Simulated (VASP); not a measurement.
## Zn2SbO3: single point with PBE

Zn2SbO3:

```
Zn Sb O
1.0
     4.99772    0.00000    0.00000
     0.00000    6.04282    0.00000
     0.00000    0.00000    3.62103
Zn Sb O
2 1 3
Direct
  0.50000 0.68764 0.50000
  0.50000 0.31236 0.50000
  0.00000 0.00000 0.50000
  0.00000 0.50000 0.68478
  0.00000 0.50000 0.31522
  0.50000 0.00000 0.50000
```

```json
{"Program": "VASP 6.6.1", "Task": "single point", "Functional": "PBE", "Potentials or basis": "VASP PAW PBE potentials, release 64 (Zn, Sb_d_GW, O)", "Cutoff": "600 eV", "k mesh": "6 × 4 × 4", "Occupations": "gaussian, width 0.1 eV", "Spin": "no spin polarisation"}
```

* Pressure: 0.5 GPa
* Largest force: 0.442 eV/Å

Forces on the atoms (eV/Å):
```
Zn   0.000 -0.072  0.000
Zn   0.000  0.072  0.000
Sb   0.000  0.000  0.000
O    0.000  0.000  0.442
O    0.000  0.000 -0.442
O    0.000  0.000  0.000
```

Stress tensor (GPa, compression positive):
```
0.27 0.00 0.00
0.00 0.64 0.00
0.00 0.00 0.51
```

Levels at points of the mesh, in eV from the Fermi level:
| k point | band 26 | band 27 | band 28 | band 29 | band 30 | band 31 | band 32 | band 33 |
| --- | --- | --- | --- | --- | --- | --- | --- | --- |
| (0.00, 0.00, 0.00) | -2.97 | 0.04 | 0.16 | 0.49 | 2.54 | 2.68 | 3.89 | 4.28 |
| (0.50, 0.00, 0.00) | -2.36 | -0.14 | 0.05 | 0.07 | 0.39 | 2.36 | 2.86 | 3.82 |
| (0.00, 0.50, 0.00) | -2.51 | -0.07 | -0.05 | 0.16 | 1.25 | 2.41 | 2.91 | 3.79 |
| (0.50, 0.50, 0.00) | -1.54 | -1.36 | -1.22 | -0.06 | 0.03 | 2.59 | 2.91 | 5.35 |
| (0.00, 0.00, 0.50) | -2.01 | -1.48 | -1.08 | -0.76 | 1.22 | 1.83 | 3.48 | 3.63 |
| (0.50, 0.00, 0.50) | -2.39 | -1.19 | -1.18 | -0.94 | 0.59 | 1.40 | 2.53 | 3.60 |
| (0.00, 0.50, 0.50) | -1.89 | -1.53 | -0.76 | -0.21 | 0.80 | 0.83 | 3.21 | 3.37 |
| (0.50, 0.50, 0.50) | -2.35 | -1.43 | -0.65 | -0.33 | -0.31 | 0.13 | 2.07 | 3.95 |

Run time: 3.5 min on 1 thread of Intel(R) Xeon(R) Platinum 8488C (Sapphire Rapids), on a shared host, peak memory 0.36 GiB.

Caveat: the k points lie up to 0.43 Å⁻¹ apart; spin-orbit coupling is left out, which moves the levels of the heavy elements; an odd number of electrons without spin polarisation forces a metal; a magnetic or distorted state may lie lower.
